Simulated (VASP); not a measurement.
**FePt: single point with PBE**

FePt:

```
Fe Pt
1.0
     2.72958    0.00000    0.00000
     0.00000    2.72958    0.00000
     0.00000    0.00000    3.76503
Fe Pt
1 1
Direct
  0.00000 0.00000 0.00000
  0.50000 0.50000 0.50000
```

```yaml
Program: VASP 6.6.1
Task: single point
Functional: PBE
Potentials_or_basis: VASP PAW PBE potentials, release 64 (Fe, Pt)
Cutoff: 520 eV
k_mesh: 16 × 16 × 12
Occupations: gaussian, width 0.05 eV
Spin: collinear spin, ferromagnetic start
Starting_moments: "[3.0, 0.4] μB"
```

```yaml
Pressure: -0.5 GPa
Net_moment: 3.29 μB per cell
Site_moments: Fe +2.95; Pt +0.32 μB
Valence_electrons_inside_the_program's_atomic_spheres: Fe 6.95; Pt 9.40
```

Levels at points of the mesh, in eV from the Fermi level:
Spin up:
```tsv
k point	band 7	band 8	band 9	band 10	band 11	band 12	band 13	band 14	band 15	band 16
(0.00, 0.00, 0.00)	-2.11	-1.99	-0.53	-0.44	-0.44	2.14	9.38	11.68	11.68	17.16
(0.50, 0.00, 0.00)	-2.62	-2.53	-2.17	-1.58	0.11	2.03	10.25	10.32	12.20	12.99
(0.50, 0.50, 0.00)	-0.56	-0.55	-0.55	0.57	1.67	1.67	7.53	9.88	10.73	12.21
(0.00, 0.00, 0.50)	-2.33	-2.33	-2.09	-2.09	-1.88	-0.80	15.48	15.65	16.10	16.10
(0.50, 0.00, 0.50)	-1.26	-0.91	-0.56	-0.55	-0.46	-0.43	4.61	6.62	16.17	16.51
(0.50, 0.50, 0.50)	-2.37	-1.75	-1.09	0.57	6.77	6.77	7.62	8.30	8.37	8.37
```
Spin down:
```tsv
k point	band 4	band 5	band 6	band 7	band 8	band 9	band 10	band 11	band 12	band 13
(0.00, 0.00, 0.00)	-2.29	-2.29	-0.80	-0.72	0.56	1.65	1.65	1.68	2.31	10.23
(0.50, 0.00, 0.00)	-3.40	-2.40	-1.33	-1.15	-0.84	0.57	0.72	2.35	2.55	11.02
(0.50, 0.50, 0.00)	-4.63	0.94	1.23	1.64	1.70	1.70	1.72	1.80	1.80	8.33
(0.00, 0.00, 0.50)	-2.55	-1.84	-1.84	-1.37	-0.55	0.18	0.47	0.47	1.46	15.89
(0.50, 0.00, 0.50)	-2.80	-2.14	-0.45	-0.43	-0.37	0.91	1.46	1.58	1.61	5.56
(0.50, 0.50, 0.50)	-1.88	-1.49	-1.31	-1.31	0.79	0.94	1.72	7.47	7.47	8.48
```

It took 6.3 min on 1 thread of Intel(R) Xeon(R) Platinum 8259CL CPU @ 2.50GHz (Skylake/Cascade Lake) (shared host), peak memory 0.37 GiB.

Caveat: spin-orbit coupling is left out, which moves the levels of the heavy elements.
